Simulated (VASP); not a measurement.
Set up this calculation in VASP 6.6.1, as the native input.

```yaml
Task: single point
Functional: PBE
Potentials_or_basis: VASP PAW PBE potentials, release 64 (Sm_3, Zn, I), 4f in core
Cutoff: 500 eV
k_mesh: 4 × 4 × 2
Occupations: gaussian, width 0.2 eV
Spin: no spin polarisation
Dipole_correction: no
Mended: yes
Further_INCAR_settings: ALGO = Normal; EDIFF = 1e-06; NBANDS = 40
```

The structure of SmZn3I2 lies in POSCAR:

```
SmZn3I2
1.0
    4.5380754138      0.0000000000      0.0000000000
    0.0000000000      4.4102806408      0.0000000000
    0.0000000000      0.0000000000      9.0680717167
Sm Zn I
1 3 2
Direct
    0.5000000000      0.0000000000      0.3353471184
    0.5000000000      0.5000000000      0.8239190394
    0.5000000000      0.5000000000      0.1051316641
    0.5000000000      0.0000000000      0.6828160333
    0.0000000000      0.0000000000      1.0842866527
    0.0000000000      0.5000000000      0.4684995021
```

The cell was built from a structure type or drawn by symmetry, and may not be a known phase.

One way to write it, as run:

INCAR

```
PREC = Accurate
ENCUT = 500
EDIFF = 1E-6
ISMEAR = 0
SIGMA = 0.2
LREAL = False
LASPH = True
NELM = 200
ALGO = Normal
ISIF = 2
LWAVE = False
LCHARG = False
GGA = PE
NBANDS = 40
GGA_COMPAT = False
LMAXMIX = 6
```

KPOINTS

```
Automatic mesh
0
Gamma
  4 4 2
```

Potentials or basis: VASP PAW PBE potentials, release 64 (Sm_3, Zn, I), 4f in core.

Run with:

```sh
$ cat potpaw_PBE.64/Sm_3/POTCAR potpaw_PBE.64/Zn/POTCAR potpaw_PBE.64/I/POTCAR > POTCAR
$ mpirun -np 1 vasp_std > vasp.out
```

It gave:

The pressure is 0.2 GPa. The largest force is 0.050 eV/Å and the band gap on the k mesh is zero (an odd number of electrons rules out a gap without spin polarisation).

Caveat: spin-orbit coupling is left out, which moves the levels of the heavy elements; the 4f electrons are frozen in the core, so they carry no moment and show no levels; an odd number of electrons without spin polarisation forces a metal; a magnetic or distorted state may lie lower; the run has no spin polarisation, though such a crystal can be magnetic.

Run time: 77 s on 1 thread of AMD EPYC 9R45 (Zen 5), with other jobs on the host, peak memory 0.31 GiB.
